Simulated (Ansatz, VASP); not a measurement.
# CaSe in VASP and in Ansatz

The input INCAR:

```
PREC     = Accurate       # precision mode
ENCUT    = 520            # plane-wave cutoff, eV
EDIFF    = 1E-7           # SCF threshold, eV
ISMEAR   = 0              # smearing method
SIGMA    = 0.05           # smearing width, eV
LREAL    = False          # projectors in reciprocal space
LASPH    = True           # aspherical terms in the spheres
NELM     = 100            # most SCF steps
ALGO     = Normal         # electronic algorithm
ISIF     = 2              # what is computed and relaxed
LWAVE    = False          # write WAVECAR
LCHARG   = False          # write CHGCAR
GGA      = CA             # functional
NBANDS   = 15             # bands
```

Contents of KPOINTS:

```
regular mesh
0
Gamma
  8 8 8
```

Contents of POSCAR:

```
CaSe
1.0
   -0.0591200000      2.9560000000      2.9560000000
    2.8968800000      0.0000000000      2.8968800000
    2.9560000000      2.9560000000     -0.0591200000
Ca Se
1 1
Direct
    0.0000000000      0.0000000000      0.0000000000
    0.5000000000      0.5000000000      0.5000000000
```

Input for Ansatz:

```yaml
crystal:
  lattice:
    - [-0.05912, 2.956, 2.956]
    - [2.89688, 0.0, 2.89688]
    - [2.956, 2.956, -0.05912]
  atoms:
    - { symbol: Ca, position: [0.0, 0.0, 0.0] }
    - { symbol: Se, position: [0.5, 0.5, 0.5] }
basis:
  ecutwfc: 420
kpoints:
  mp_grid: { grid: [8, 8, 8] }
hamiltonian:
  xc: lda
scf:
  occupations: { method: gaussian, width: 0.05 }
output:
  forces: true
  stress: true
  eigenvalues: true
```

Change from the starting cell: strain -0.0400 x Voigt [0, 0, 0, 0, 1, 0], atoms carried along.

Alike in both runs: task single point; functional LDA; k mesh 8 × 8 × 8; occupations gaussian, width 0.05 eV; no spin polarisation.

```csv
,VASP,Ansatz
version,VASP 6.6.1,Ansatz 0.2.0
potentials or method,"VASP PAW LDA potentials, release 64 (Ca_sv, Se), cutoff 520 eV","scalar-relativistic, plane waves, PAW"
valence electrons in the cell,16,26
```

|  | VASP | Ansatz | Ansatz less VASP |
| --- | --- | --- | --- |
| gap on the k mesh at the Fermi level (eV) | 1.73 | 1.75 | +0.016 |
| least direct gap on the mesh (eV) | 2.63 | 2.65 | +0.015 |
| pressure (GPa) | -2.9 | -3.1 | -0.22 |
| traceless stress, the component that is largest in VASP (GPa) | 1.12 | 1.13 | +0.007 |

LDA's correlation is that of Perdew and Zunger in VASP and of Perdew and Wang (1992) in Ansatz. VASP's potentials hold 16 valence electrons a cell and Ansatz's 26, so a difference there can come from the potentials and not from the codes.
